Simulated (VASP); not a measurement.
# Si5Ge (C2/m) in VASP: further runs

Runs on Si5Ge. Level: PBE. Tasks: single point.

Program: VASP 6.6.1. These are calculated values, not measurements. Logs are shortened: lines on timing, memory, paths and dates and some standing lists are left out, and cuts for length are marked.

## 1. The cell of the first run

The typed cell holds 6 atoms: a = 5.311 Å, b = 5.311 Å, c = 4.651 Å, α = 115.94°, β = 115.94°, γ = 99.91°.

## 2. Single point, PBE

Input file INCAR:

```
PREC = Accurate
ENCUT = 520
EDIFF = 1E-7
ISMEAR = 0
SIGMA = 0.1
LREAL = F
LASPH = T
NELM = 60
ALGO = Normal
ISIF = 2
LWAVE = F
LCHARG = F
GGA = PE
NBANDS = 26
```

Input file KPOINTS:

```
regular mesh
0
Gamma
  10 10 8
```

Input file POSCAR:

```
Si5Ge
1.0
    3.4030837769     -4.0655881563     -0.3056008254
    3.4030837769      4.0655881563     -0.3056008254
   -2.8449689549      0.0000000000      3.6797728834
Si Ge
5 1
Direct
    0.8209383621      0.1790616379      0.0000000000
    0.1790616379      0.8209383621      0.0000000000
    0.3412120464      0.6587879536      0.5000000000
    0.5000000000      0.5000000000      0.0000000000
    0.6587879536      0.3412120464      0.5000000000
    0.0000000000      0.0000000000      0.5000000000
```

Potentials or basis: VASP PAW PBE potentials, release 64 (Si, Ge_d).

Run with:

```console
cat potpaw_PBE.64/Si/POTCAR potpaw_PBE.64/Ge_d/POTCAR > POTCAR
mpirun -np 1 vasp_std > vasp.out
```

OUTCAR:

```text
PREC = Accurate
   ENCUT = 520
   EDIFF = 1E-7
   ISMEAR = 0
   LREAL = F
   LASPH = T
   NELM = 60
   ISIF = 2
   GGA = PE

 ion  position               nearest neighbor table
   1  0.821  0.179  0.000-   3 2.51   3 2.51   4 2.61   5 2.67   5 2.67   6 2.74   6 2.74   2 2.91

   2  0.179  0.821  0.000-   5 2.51   5 2.51   4 2.61   3 2.67   3 2.67   6 2.74   6 2.74   1 2.91

   3  0.341  0.659  0.500-   1 2.51   1 2.51   5 2.58   4 2.66   4 2.66   2 2.67   2 2.67   6 2.77

   4  0.500  0.500  0.000-   6 2.51   6 2.51   1 2.61   2 2.61   3 2.66   3 2.66   5 2.66   5 2.66

   5  0.659  0.341  0.500-   2 2.51   2 2.51   3 2.58   4 2.66   4 2.66   1 2.67   1 2.67   6 2.77

   6  0.000  0.000  0.500-   4 2.51   4 2.51   1 2.74   1 2.74   2 2.74   2 2.74   5 2.77   3 2.77

  LATTYP: Found a base centered monoclinic cell.
 ALAT       =     6.8335557529
 B/A-ratio  =     1.1898895109
 C/A-ratio  =     0.6806556602
 COS(beta)  =    -0.6799585314

  Lattice vectors:

 A1 = (   3.4030837769,  -4.0655881563,  -0.3056008254)
 A2 = (   3.4030837769,   4.0655881563,  -0.3056008254)
 A3 = (  -2.8449689549,   0.0000000000,   3.6797728834)

Analysis of symmetry for initial positions (statically):
=====================================================================
 Subroutine PRICEL returns:
 Original cell was already a primitive cell.

 Routine SETGRP: Setting up the symmetry group for a
 base centered monoclinic supercell.

 Subroutine GETGRP returns: Found  4 space group operations
 (whereof  4 operations were pure point group operations)
 out of a pool of  4 trial point group operations.

The static configuration has the point symmetry C_2h.

Analysis of symmetry for dynamics (positions and initial velocities):
=====================================================================
 Subroutine PRICEL returns:
 Original cell was already a primitive cell.

 Routine SETGRP: Setting up the symmetry group for a
 base centered monoclinic supercell.

 Subroutine GETGRP returns: Found  4 space group operations
 (whereof  4 operations were pure point group operations)
 out of a pool of  4 trial point group operations.

The dynamic configuration has the point symmetry C_2h.

 Subroutine INISYM returns: Found  4 space group operations
 (whereof  4 operations are pure point group operations),
 and found     1 'primitive' translations

----------------------------------------------------------------------------------------

                                     Primitive cell

  volume of cell :      94.7538

  direct lattice vectors                    reciprocal lattice vectors
     3.403083777 -4.065588156 -0.305600825     0.157887469 -0.122983436  0.122068661
     3.403083777  4.065588156 -0.305600825     0.157887469  0.122983436  0.122068661
    -2.844968955  0.000000000  3.679772883     0.026224738  0.000000000  0.292031221

  length of vectors
     5.310685277  5.310685277  4.651298402     0.234422986  0.234422986  0.293206362

  position of ions in fractional coordinates (direct lattice)
     0.820938362  0.179061638  1.000000000
     0.179061638  0.820938362  1.000000000
     0.341212046  0.658787954  0.500000000
     0.500000000  0.500000000  1.000000000
     0.658787954  0.341212046  0.500000000
     1.000000000  1.000000000  0.500000000

  ion indices of the primitive-cell ions
   primitive index   ion index
                 1           1
                 2           2
                 3           3
                 4           4
                 5           5
                 6           6

----------------------------------------------------------------------------------------

 KPOINTS: regular mesh

Automatic generation of k-mesh.
 Grid dimensions read from file:
 generate k-points for:   10   10    8

 Generating k-lattice:

  Cartesian coordinates                     Fractional coordinates (reciprocal lattice)
     0.015788747 -0.012298344  0.012206866     0.100000000  0.000000000  0.000000000
     0.015788747  0.012298344  0.012206866     0.000000000  0.100000000  0.000000000
     0.003278092  0.000000000  0.036503903    -0.000000000 -0.000000000  0.125000000

  Length of vectors
     0.023442299  0.023442299  0.036650795

  Shift w.r.t. Gamma in fractional coordinates (k-lattice)
     0.000000000  0.000000000  0.000000000

 Subroutine IBZKPT returns following result:
 ===========================================

 Found    227 irreducible k-points:

 Following reciprocal coordinates:
            Coordinates               Weight
  0.000000  0.000000  0.000000      1.000000
  0.100000  0.000000  0.000000      4.000000
  0.200000  0.000000  0.000000      4.000000
  0.300000  0.000000 -0.000000      4.000000
  0.400000  0.000000  0.000000      4.000000
  0.500000 -0.000000  0.000000      2.000000
[... 16 lines left out ...]
  0.300000  0.300000 -0.000000      2.000000
  0.400000  0.300000  0.000000      4.000000
 [... further k-points ...]
   k-points           NKPTS =    227   k-points in BZ     NKDIM =    227   number of bands    NBANDS=     26
   number of dos      NEDOS =    301   number of ions     NIONS =      6
   total plane-waves  NPLWV =  57600
   dimension x,y,z NGX =    40 NGY =   40 NGZ =   36
   dimension x,y,z NGXF=    80 NGYF=   80 NGZF=   72
   ions per type =               5   1
   NGX,Y,Z   is equivalent  to a cutoff of  12.52, 12.52, 12.87 a.u.
   NGXF,Y,Z  is equivalent  to a cutoff of  25.04, 25.04, 25.73 a.u.
 SYSTEM =  unknown system
   PREC   = accura    normal or accurate (medium, high low for compatibility)
   ISTART =      0    job   : 0-new  1-cont  2-samecut
   ICHARG =      2    charge: 1-file 2-atom 10-const
   ISPIN  =      1    spin polarized calculation?
   LNONCOLLINEAR =      F non collinear calculations
   LSORBIT =      F    spin-orbit coupling
   LASPH  =      T    aspherical Exc in radial PAW
   ENCUT  =  520.0 eV  38.22 Ry    6.18 a.u.   9.87  9.87  8.65*2*pi/ulx,y,z
   NELM   =     60;   NELMIN=  2; NELMDL= -5     # of ELM steps
   EDIFF  = 0.1E-06   stopping-criterion for ELM
   LREAL  =      F    real-space projection
   EDIFFG = 0.1E-05   stopping-criterion for IOM
   NSW    =      0    number of steps for IOM
   IBRION =     -1    ionic relax: 0-MD 1-quasi-New 2-CG
   NFREE  =      0    steps in history (QN), initial steepest desc. (CG)
   ISIF   =      2    stress and relaxation
   ISYM   =      2    0-nonsym 1-usesym 2-fastsym
   POTIM  = 0.5000    time-step for ionic-motion
   TEBEG  =    0.0;   TEEND  =   0.0 temperature during run
   PSTRESS=    0.0 pullay stress
   NELECT =      34.0000    total number of electrons
   NUPDOWN=      -1.0000    fix difference up-down
   EMIN   =  10.00;   EMAX   =-10.00  energy-range for DOS
   EFERMI =   0.00;   METHOD = LEGACY
   ISMEAR =     0;   SIGMA  =   0.10  broadening in eV -4-tet -1-fermi 0-gaus
   EFERMI_NEDOS =   21; number of points for ismear=-14 and -15
   IALGO  =     38    algorithm
   IMIX   =      4    mixing-type and parameters
     AMIX     =   0.40;   BMIX     =  1.00
     AMIX_MAG =   1.60;   BMIX_MAG =  1.00
  volume/ion in A,a.u.               =      15.79       106.57
  Fermi-wavevector in a.u.,A,eV,Ry     =   1.163328  2.198371 18.413204  1.353332
  Thomas-Fermi vector in A             =   2.299879
   LORBIT       =      0    0 simple, 1 ext, 2 COOP (PROOUT), +10 PAW based schemes
   GGA     = PE    functional components
   LHFCALC =     F    Hartree Fock is set to
   AEXX    =    0.0000 exact exchange contribution
   IVDW    =     0    specifies the selected vdW correction
   LEPSILON=     F    determine dielectric tensor
   LRPA    =     F    only Hartree local field effects (RPA)
 non-spin polarized calculation
 Gauss-broadening in eV      SIGMA  =   0.10
  energy-cutoff  :      520.00
  volume of cell :       94.75
 maximum number of plane-waves:      2569
   NGX = 19   NGY = 19   NGZ = 17

 number of electron      34.0000005 magnetization

 Free energy of the ion-electron system (eV)
  ---------------------------------------------------
  ext. energy  EPLUGINS =         0.00000000
  ---------------------------------------------------
  free energy    TOTEN  =       -29.70093855 eV

  energy without entropy =      -29.69129396  energy(sigma->0) =      -29.69611625

 E-fermi :   8.7659     XC(G=0): -11.0003

 val. band max:        8.7635590710   @ k =  -0.1000   0.1000   0.2500
 cond. band min:       8.7719367915   @ k =  -0.2000   0.5000   0.1250
 fundamental gap:      0.0083777205
 Fermi energy:         8.7658925949

 k-point     1 :       0.0000    0.0000    0.0000
  band No.  band energies     occupation
      1     -15.8474      2.00000
      2     -15.8467      2.00000
      3     -15.8081      2.00000
      4     -15.7957      2.00000
      5     -15.7837      2.00000
      6      -4.9760      2.00000
[... 18 lines left out ...]
     25      15.8685      0.00000
     26      16.4602      0.00000

 k-point     2 :       0.1000    0.0000    0.0000
  band No.  band energies     occupation
      1     -15.8474      2.00000
      2     -15.8467      2.00000
      3     -15.8080      2.00000
      4     -15.7956      2.00000
      5     -15.7837      2.00000
      6      -4.8971      2.00000
[... 18 lines left out ...]
     25      15.1314      0.00000
     26      16.0179      0.00000

 k-point     3 :       0.2000    0.0000    0.0000
  band No.  band energies     occupation
      1     -15.8473      2.00000
      2     -15.8467      2.00000
      3     -15.8075      2.00000
      4     -15.7956      2.00000
      5     -15.7837      2.00000
      6      -4.6607      2.00000
[... 572 lines left out ...]
 k-point    23 :       0.3000    0.3000   -0.0000
  band No.  band energies     occupation
      1     -15.8471      2.00000
      2     -15.8467      2.00000
      3     -15.8066      2.00000
      4     -15.7955      2.00000
      5     -15.7838      2.00000
      6      -2.9548      2.00000
[... 18 lines left out ...]
     25      13.3533      0.00000
     26      14.0977      0.00000

 k-point    24 :       0.4000    0.3000    0.0000
  band No.  band energies     occupation
      1     -15.8470      2.00000
      2     -15.8467      2.00000
      3     -15.8071      2.00000
      4     -15.7954      2.00000
      5     -15.7837      2.00000
      6      -2.7154      2.00000
[... 18 lines left out ...]
     25      13.6618      0.00000
     26      14.2781      0.00000

 [... further k-points ...]

------------------------ aborting loop because EDIFF is reached ----------------------------------------

  FORCE on cell =-STRESS in cart. coord.  units (eV):
  Direction    XX          YY          ZZ          XY          YZ          ZX
  --------------------------------------------------------------------------------------
  -------------------------------------------------------------------------------------
  Total       -0.0257026     -0.0102718     -0.0189475      0.0000000      0.0000000     -0.0143219
  in kB       -0.4346019     -0.1736835     -0.3203794      0.0000000      0.0000000     -0.2421666
  external PRESSURE =      -0.3095550 kB  Pullay stress =       0.0000000 kB

 VOLUME and BASIS-vectors are now :
 -----------------------------------------------------------------------------
  energy-cutoff  :      520.00
  volume of cell :       94.75
      direct lattice vectors                 reciprocal lattice vectors
     3.403083777 -4.065588156 -0.305600825     0.157887469 -0.122983436  0.122068661
     3.403083777  4.065588156 -0.305600825     0.157887469  0.122983436  0.122068661
    -2.844968955  0.000000000  3.679772883     0.026224738  0.000000000  0.292031221

 POSITION                                       TOTAL-FORCE (eV/Angst)
 -----------------------------------------------------------------------------------
      3.40308     -2.60961     -0.30560        -0.000000      0.004270      0.000000
      3.40308      2.60961     -0.30560         0.000000     -0.004270     -0.000000
      1.98060      1.29113      1.53429        -0.000000     -0.001498     -0.000000
      3.40308      0.00000     -0.30560         0.000000     -0.000000     -0.000000
      1.98060     -1.29113      1.53429        -0.000000      0.001498     -0.000000
     -1.42248      0.00000      1.83989         0.000000      0.000000     -0.000000
 -----------------------------------------------------------------------------------
    total drift:                               -0.000000      0.000000      0.000000

  FREE ENERGIE OF THE ION-ELECTRON SYSTEM (eV)
  ---------------------------------------------------
  free  energy   TOTEN  =       -29.7009385470 eV

  energy  without entropy=      -29.6912939578  energy(sigma->0) =      -29.69611625
```

It took 4 min on 1 thread of Intel Xeon 6975P-C (Granite Rapids), shared host; peak memory 0.55 GiB.

Results:

| Property | Result |
| --- | --- |
| Free energy | -29.7009 eV |
| Pressure | 0.0 GPa |
| Largest force | 0.004 eV/Å |
| Band gap on the k mesh | zero (bands 17 and 18 overlap by 4.36 eV) |

Forces in eV/Å, atoms in the order of the input:
```
Si   0.000  0.004  0.000
Si   0.000 -0.004  0.000
Si   0.000 -0.001  0.000
Si   0.000  0.000  0.000
Si   0.000  0.001  0.000
Ge   0.000  0.000  0.000
```

[end of part 1 of 2]
